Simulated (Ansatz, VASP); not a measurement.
C in VASP and in Ansatz

The input INCAR:

```
SYSTEM = C
PREC = Accurate
ENCUT = 520
EDIFF = 1E-6
ISMEAR = 0
SIGMA = 0.1
LREAL = .FALSE.
LASPH = .TRUE.
NELM = 100
ALGO = Normal
ISIF = 2
LWAVE = .FALSE.
LCHARG = .TRUE.
GGA = PE
LELF = .TRUE.
LVHAR = .TRUE.
NBANDS = 11
```

KPOINTS

```
Automatic mesh
0
G
  6 6 2
  0 0 0
```

File POSCAR:

```
C
1.0
    2.4561701622      0.0000000000      0.0000000000
   -1.2280850811      2.1271057565      0.0000000000
    0.0000000000      0.0000000000      8.5238033600
C
2
Direct
    0.3333333333      0.6666666667      0.0000000000
    0.6870235624      0.3333333333      0.0000000000
```

Input for Ansatz:

```yaml
crystal:
  lattice:
    - [2.4561701622, 0.0, 0.0]
    - [-1.2280850811, 2.1271057565, 0.0]
    - [0.0, 0.0, 8.52380336]
  atoms:
    - { symbol: C, position: [0.3333333333, 0.6666666667, 0.0] }
    - { symbol: C, position: [0.6870235624, 0.3333333333, 0.0] }
basis:
  ecutwfc: 420
kpoints:
  mp_grid: { grid: [6, 6, 2] }
hamiltonian:
  xc: pbe
scf:
  occupations: { method: gaussian, width: 0.1 }
output:
  forces: true
  stress: true
  eigenvalues: true
```

Alike in both runs: task single point; functional PBE; k mesh 6 × 6 × 2; occupations gaussian, width 0.1 eV; no spin polarisation.

```csv
,VASP,Ansatz
version,VASP 6.6.1,Ansatz 0.2.0
potentials or method,"VASP PAW PBE potentials, release 64 (C), cutoff 520 eV","scalar-relativistic, plane waves, PAW"
valence electrons in the cell,8,8
```

```tsv
	VASP	Ansatz	Ansatz less VASP
gap on the k mesh at the Fermi level (eV)	0.67	0.67	0.000
least direct gap on the mesh (eV)	0.67	0.67	0.000
rms of the force components (eV/Å)	1.275	1.274	-0.0012
```

Atom by atom the forces differ by 0.001 eV/Å (rms over components).

The k mesh is coarse, so the values compare programs but aren't converged.
